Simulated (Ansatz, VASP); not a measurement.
**GaAs in VASP and in Ansatz**

```
Ga As
1.0
     4.00100    0.00000    0.00000
     0.00000    5.65828    0.00000
     0.00000    0.00000   27.00301
Ga As
7 7
Direct
  0.50000 0.55891 0.29474
  0.00000 0.98067 0.34864
  0.50000 0.48700 0.42654
  0.00000 0.98474 0.50000
  0.50000 0.48701 0.57346
  0.00000 0.98068 0.65136
  0.50000 0.55892 0.70526
  0.00000 0.76764 0.26879
  0.50000 0.23212 0.35248
  0.00000 0.73876 0.42508
  0.50000 0.23500 0.50000
  0.00000 0.73876 0.57492
  0.50000 0.23214 0.64752
  0.00000 0.76765 0.73121
```

Alike in both runs: functional PBEsol; k mesh 9 × 6 × 1; occupations gaussian, width 0.05 eV; no spin polarisation.

Ansatz relaxed the structure, and its values are those at the end. VASP's run is a single point on that final structure, the one shown.

|  | VASP | Ansatz |
| --- | --- | --- |
| version | VASP 6.6.1 | Ansatz 0.2.0 |
| potentials or method | VASP PAW PBE potentials, release 64 (Ga_d, As), cutoff 520 eV | scalar-relativistic, plane waves, PAW |
| valence electrons in the cell | 126 | 196 |

|  | VASP | Ansatz | Ansatz less VASP |
| --- | --- | --- | --- |
| gap on the k mesh at the Fermi level (eV) | 0.74 | 0.75 | +0.007 |
| least direct gap on the mesh (eV) | 0.92 | 0.92 | -0.004 |
| rms of the force components (eV/Å) | 0.006 | 0.002 | -0.0048 |

VASP's potentials were made for PBE, not for PBEsol. The functional is the same, so the differences come from potentials, cutoffs and numerics. VASP's potentials hold 126 valence electrons a cell and Ansatz's 196, so a difference there can come from the potentials and not from the codes. Ansatz's warnings: xc potential rough in thin density.
